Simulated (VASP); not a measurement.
Write the native input for VASP 6.6.1 that does the following.

```
Task                   : single point
Functional             : PBE
Potentials or basis    : VASP PAW PBE potentials, release 64 (Ni, O)
Cutoff                 : 520 eV
k mesh                 : 12 × 12 × 12
Occupations            : gaussian, width 0.05 eV
Spin                   : collinear spin, ferromagnetic start
Starting moments       : [1.62, 0.0] μB
Dipole correction      : no
Further INCAR settings : ALGO = Normal; EDIFF = 1e-06; NBANDS = 19
```

The structure of NiO lies in POSCAR:

```
NiO
1.0
    0.0000000000      2.2409531277      2.2409531277
    2.2409531277      0.0000000000      2.2409531277
    2.2409531277      2.2409531277      0.0000000000
Ni O
1 1
Direct
    0.0178495478     -0.0178495478      0.0178495478
    0.2500000000      0.2500000000      0.2500000000
```

This cell differs from its parent crystal: atom 1 (Ni) moved 0.08 Å along y.

These files were run (other wordings do the same):

INCAR

```
PREC = Accurate
ENCUT = 520
EDIFF = 1E-6
ISMEAR = 0
SIGMA = 0.05
LREAL = F
LASPH = T
NELM = 150
ALGO = Normal
ISIF = 2
LWAVE = F
LCHARG = F
ISPIN = 2
MAGMOM = 1.62 0
LORBIT = 11
LMAXMIX = 4
GGA = PE
NBANDS = 19
```

KPOINTS

```
regular mesh
0
Gamma
  12 12 12
```

Potentials or basis: VASP PAW PBE potentials, release 64 (Ni, O).

Command:

```sh
$ cat potpaw_PBE.64/Ni/POTCAR potpaw_PBE.64/O/POTCAR > POTCAR
$ mpirun -np 1 vasp_std > vasp.out
```

It gave:

```json
{
 "Pressure": "0.8 GPa",
 "Largest force": "0.593 eV/Å",
 "Net moment": "1.91 μB per cell",
 "Site moments": "Ni +1.49; O +0.36 μB",
 "Valence electrons inside the program's atomic spheres": "Ni 9.11; O 4.97"
}
```

Caveat: the cell differs from its parent crystal (atom 1 (Ni) moved 0.08 Å along y); a cell with one magnetic atom can't hold antiferromagnetic order, which such compounds often take.

It took 69 s on 1 thread of Intel(R) Xeon(R) 6975P-C (Granite Rapids), on a shared host, peak memory 0.29 GiB.
